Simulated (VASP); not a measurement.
# InSe (P1) in VASP: single point with PBE

Aim: the single point of InSe with PBE.

All numbers are computed with VASP 6.6.1; they aren't measurements. Logs are shortened: lines on timing, memory, paths and dates and some standing lists are left out, and cuts for length are marked.

## 1. The cell of the first run

The typed cell holds 8 atoms: a = 4.086 Å, b = 4.086 Å, c = 18.687 Å, α = 88.96°, β = 89.82°, γ = 120.03°.

## 2. Single point, PBE

Contents of INCAR:

```
PREC     = Accurate       # precision mode
ENCUT    = 520            # plane-wave cutoff, eV
EDIFF    = 1E-6           # SCF threshold, eV
ISMEAR   = 0              # smearing method
SIGMA    = 0.1            # smearing width, eV
LREAL    = False          # projectors in reciprocal space
LASPH    = True           # aspherical terms in the spheres
NELM     = 100            # most SCF steps
ALGO     = Normal         # electronic algorithm
ISIF     = 2              # what is computed and relaxed
LWAVE    = False          # write WAVECAR
LCHARG   = False          # write CHGCAR
GGA      = PE             # functional
NBANDS   = 48             # bands
```

Contents of KPOINTS:

```
regular mesh
0
Gamma
  6 6 1
```

Contents of POSCAR:

```
InSe
1.0
    4.0858551198     -0.0011343312      0.0063998468
   -2.0438763104      3.5378306429      0.0373486450
    0.0307027749      0.2117689433     18.6860314895
In Se
4 4
Direct
    0.3389220595      0.6772841909      0.1753651290
    0.6744963258      0.3429629183      0.6733570194
    0.3224426411      0.6530638939      0.3265628393
    0.6641423504      0.3266853299      0.8247149425
    0.3463793122      0.6845117585      0.6051299672
    0.6772344570      0.3522229719      0.1072066880
    0.3257468582      0.6516554940      0.8929483319
    0.6506359956      0.3116134424      0.3947150826
```

Potentials or basis: VASP PAW PBE potentials, release 64 (In_d, Se).

The run is started by

```console
$ cat potpaw_PBE.64/In_d/POTCAR potpaw_PBE.64/Se/POTCAR > POTCAR
$ mpirun -np 1 vasp_std > vasp.out
```

OUTCAR:

```text
PREC = Accurate
   ENCUT = 520
   EDIFF = 1E-6
   ISMEAR = 0
   LREAL = False
   LASPH = True
   NELM = 100
   ISIF = 2
   GGA = PE

 ion  position               nearest neighbor table
   1  0.339  0.677  0.175-   6 2.68   6 2.68   6 2.68   3 2.82
   2  0.674  0.343  0.673-   5 2.68   5 2.68   5 2.68   4 2.83
   3  0.322  0.653  0.327-   8 2.68   8 2.68   8 2.68   1 2.82
   4  0.664  0.327  0.825-   7 2.68   7 2.68   7 2.68   2 2.83
   5  0.346  0.685  0.605-   2 2.68   2 2.68   2 2.68
   6  0.677  0.352  0.107-   1 2.68   1 2.68   1 2.68
   7  0.326  0.652  0.893-   4 2.68   4 2.68   4 2.68
   8  0.651  0.312  0.395-   3 2.68   3 2.68   3 2.68

  LATTYP: Found a triclinic cell.
 ALAT       =     4.0840925785
 B/A-ratio  =     1.0004328283
 C/A-ratio  =     4.5756202396
 COS(alpha) =     0.0032060685
 COS(beta)  =     0.0213460714
 COS(gamma) =     0.4997592100

  Lattice vectors:

 A1 = (  -2.0419788094,  -3.5366963117,  -0.0437484918)
 A2 = (  -4.0858551198,   0.0011343312,  -0.0063998468)
 A3 = (  -0.0307027749,  -0.2117689433, -18.6860314895)

Analysis of symmetry for initial positions (statically):
=====================================================================
 Subroutine PRICEL returns:
 Original cell was already a primitive cell.

 Routine SETGRP: Setting up the symmetry group for a
 triclinic supercell.

 Subroutine GETGRP returns: Found  1 space group operations
 (whereof  1 operations were pure point group operations)
 out of a pool of  2 trial point group operations.

The static configuration has the point symmetry C_1 .

Analysis of symmetry for dynamics (positions and initial velocities):
=====================================================================
 Subroutine PRICEL returns:
 Original cell was already a primitive cell.

 Routine SETGRP: Setting up the symmetry group for a
 triclinic supercell.

 Subroutine GETGRP returns: Found  1 space group operations
 (whereof  1 operations were pure point group operations)
 out of a pool of  2 trial point group operations.

The dynamic configuration has the point symmetry C_1 .

[... 103 lines left out ...]
   ENCUT  =  520.0 eV  38.22 Ry    6.18 a.u.   7.60  7.60 34.75*2*pi/ulx,y,z
   NELM   =    100;   NELMIN=  2; NELMDL= -5     # of ELM steps
   EDIFF  = 0.1E-05   stopping-criterion for ELM
   LREAL  =      F    real-space projection
   EDIFFG = 0.1E-04   stopping-criterion for IOM
   NSW    =      0    number of steps for IOM
   IBRION =     -1    ionic relax: 0-MD 1-quasi-New 2-CG
   NFREE  =      0    steps in history (QN), initial steepest desc. (CG)
   ISIF   =      2    stress and relaxation
   ISYM   =      2    0-nonsym 1-usesym 2-fastsym
   POTIM  = 0.5000    time-step for ionic-motion
   TEBEG  =    0.0;   TEEND  =   0.0 temperature during run
   PSTRESS=    0.0 pullay stress
   NELECT =      76.0000    total number of electrons
   NUPDOWN=      -1.0000    fix difference up-down
   EMIN   =  10.00;   EMAX   =-10.00  energy-range for DOS
   EFERMI =   0.00;   METHOD = LEGACY
   ISMEAR =     0;   SIGMA  =   0.10  broadening in eV -4-tet -1-fermi 0-gaus
   EFERMI_NEDOS =   21; number of points for ismear=-14 and -15
   IALGO  =     38    algorithm
   IMIX   =      4    mixing-type and parameters
     AMIX     =   0.40;   BMIX     =  1.00
     AMIX_MAG =   1.60;   BMIX_MAG =  1.00
  volume/ion in A,a.u.               =      33.75       227.78
  Fermi-wavevector in a.u.,A,eV,Ry     =   1.072859  2.027410 15.660672  1.151027
  Thomas-Fermi vector in A             =   2.208642
   LORBIT       =      0    0 simple, 1 ext, 2 COOP (PROOUT), +10 PAW based schemes
   GGA     = PE    functional components
   LHFCALC =     F    Hartree Fock is set to
   AEXX    =    0.0000 exact exchange contribution
   IVDW    =     0    specifies the selected vdW correction
   LEPSILON=     F    determine dielectric tensor
   LRPA    =     F    only Hartree local field effects (RPA)
 non-spin polarized calculation
 Gauss-broadening in eV      SIGMA  =   0.10
  energy-cutoff  :      520.00
  volume of cell :      270.03
 maximum number of plane-waves:      7308
   NGX = 15   NGY = 15   NGZ = 69

 number of electron      75.9999993 magnetization

 Free energy of the ion-electron system (eV)
  ---------------------------------------------------
  ext. energy  EPLUGINS =         0.00000000
  ---------------------------------------------------
  free energy    TOTEN  =       -28.43190020 eV

  energy without entropy =      -28.43190020  energy(sigma->0) =      -28.43190020

 E-fermi :   2.8716     XC(G=0):  -8.1410

 val. band max:        2.4834949481   @ k =   0.0000   0.0000   0.0000
 cond. band min:       3.2604255565   @ k =   0.0000   0.0000   0.0000
 fundamental gap:      0.7769306083
 Fermi energy:         2.8715602429

 k-point     1 :       0.0000    0.0000    0.0000
  band No.  band energies     occupation
      1     -11.8902      2.00000
      2     -11.8872      2.00000
      3     -11.7197      2.00000
      4     -11.7196      2.00000
      5     -11.7183      2.00000
      6     -11.7182      2.00000
[... 1009 lines left out ...]
     47       7.2562      0.00000
     48       7.3724      0.00000

------------------------ aborting loop because EDIFF is reached ----------------------------------------

  FORCE on cell =-STRESS in cart. coord.  units (eV):
  Direction    XX          YY          ZZ          XY          YZ          ZX
  --------------------------------------------------------------------------------------
  -------------------------------------------------------------------------------------
  Total        0.1241834      0.1431343      0.0658765      0.0155059      0.0199357      0.0137595
  in kB        0.7368251      0.8492674      0.3908692      0.0920022      0.1182856      0.0816403
  external PRESSURE =       0.6589872 kB  Pullay stress =       0.0000000 kB

 VOLUME and BASIS-vectors are now :
 -----------------------------------------------------------------------------
  energy-cutoff  :      520.00
  volume of cell :      270.03
      direct lattice vectors                 reciprocal lattice vectors
     4.085855120 -0.001134331  0.006399847     0.244789216  0.141440849 -0.002005160
    -2.043876310  3.537830643  0.037348645     0.000083515  0.282741170 -0.003204445
     0.030702775  0.211768943 18.686031489    -0.000084006 -0.000613571  0.053523003

 POSITION                                       TOTAL-FORCE (eV/Angst)
 -----------------------------------------------------------------------------------
      0.00589      2.43287      3.30434        -0.002406     -0.004426      0.017062
      2.07559      1.35518     12.59950        -0.000033      0.001833      0.023934
     -0.00730      2.37922      6.12862         0.001868      0.004068     -0.018952
      2.07121      1.32965     15.42710         0.000238     -0.001348     -0.021963
      0.03478      2.54944     11.33526        -0.000216     -0.000116     -0.005469
      2.05047      1.26804      2.02076        -0.001396     -0.006590     -0.015325
      0.02647      2.49418     16.71208        -0.000432     -0.000238      0.006144
      2.03362      1.18529      7.39146         0.002378      0.006816      0.014569
 -----------------------------------------------------------------------------------
    total drift:                               -0.000438      0.000070      0.000265

  FREE ENERGIE OF THE ION-ELECTRON SYSTEM (eV)
  ---------------------------------------------------
  free  energy   TOTEN  =       -28.4319002039 eV

  energy  without entropy=      -28.4319002030  energy(sigma->0) =      -28.43190020
```

stdout:

```text
POSCAR found type information on POSCAR InSe
 POSCAR found :  2 types and       8 ions
 scaLAPACK will be used
 LDA part: xc-table for (Slater+PW92), standard interpolation
 POSCAR, INCAR and KPOINTS ok, starting setup
 FFT: planning ... GRIDC
 FFT: planning ... GRID_SOFT
 FFT: planning ... GRID
 WAVECAR not read
 entering main loop
```

Wall time 3 min (1 thread of AMD EPYC 9R14 (Zen 4), shared host); peak memory 0.43 GiB.

What came out:

- Free energy: -28.4319 eV
- Pressure: 0.1 GPa
- Largest force: 0.024 eV/Å
- Band gap on the k mesh: 0.78 eV

Forces on the atoms (eV/Å):
```
In  -0.002 -0.004  0.017
In   0.000  0.002  0.024
In   0.002  0.004 -0.019
In   0.000 -0.001 -0.022
Se   0.000  0.000 -0.005
Se  -0.001 -0.007 -0.015
Se   0.000  0.000  0.006
Se   0.002  0.007  0.015
```

Caveat: spin-orbit coupling is left out, which moves the levels of the heavy elements.
